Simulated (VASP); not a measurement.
Set up this calculation in VASP 6.6.1, as the native input.

| Item | Value |
| --- | --- |
| Task | single point |
| Functional | PBEsol |
| Potentials or basis | VASP PAW PBE potentials, release 64 (Hf_pv, O) |
| Cutoff | 520 eV |
| k mesh | 6 × 6 × 6 |
| Occupations | fermi-dirac, width 0.5 eV |
| Spin | no spin polarisation |
| Dipole correction | no |
| Further INCAR settings | ALGO = Normal; EDIFF = 1e-07; NBANDS = 18 |

The structure of HfO2 lies in POSCAR:

```
HfO2
1.0
    0.0000000000      2.5291823194      2.5291823194
    2.5291823194      0.0000000000      2.5291823194
    2.5291823194      2.5291823194      0.0000000000
Hf O
1 2
Direct
    0.0000000000      0.0000000000      0.0000000000
    0.2500000000      0.2500000000      0.2500000000
    0.7500000000      0.7500000000      0.7500000000
```

These files were run (other wordings do the same):

INCAR

```
ALGO = Normal
EDIFF = 1E-7
ENCUT = 520
GGA = PS
ISIF = 2
ISMEAR = -1
LASPH = True
LCHARG = False
LREAL = False
LWAVE = False
NBANDS = 18
NELM = 80
PREC = Accurate
SIGMA = 0.5
```

KPOINTS

```
k-points
0
Gamma
  6 6 6
```

Potentials or basis: VASP PAW PBE potentials, release 64 (Hf_pv, O).

Command:

```sh
$ cat potpaw_PBE.64/Hf_pv/POTCAR potpaw_PBE.64/O/POTCAR > POTCAR
$ mpirun -np 1 vasp_std > vasp.out
```

It gave:

```
Pressure               : -5.6 GPa
Band gap on the k mesh : 3.71 eV, direct
```

Caveat: the PAW data sets were made with another functional, which shifts forces and pressure a little; spin-orbit coupling is left out, which moves the levels of the heavy elements.

It took 8.6 s on 1 thread of AMD EPYC 7R13 Processor (Zen 3), on a shared host, peak memory 0.13 GiB.
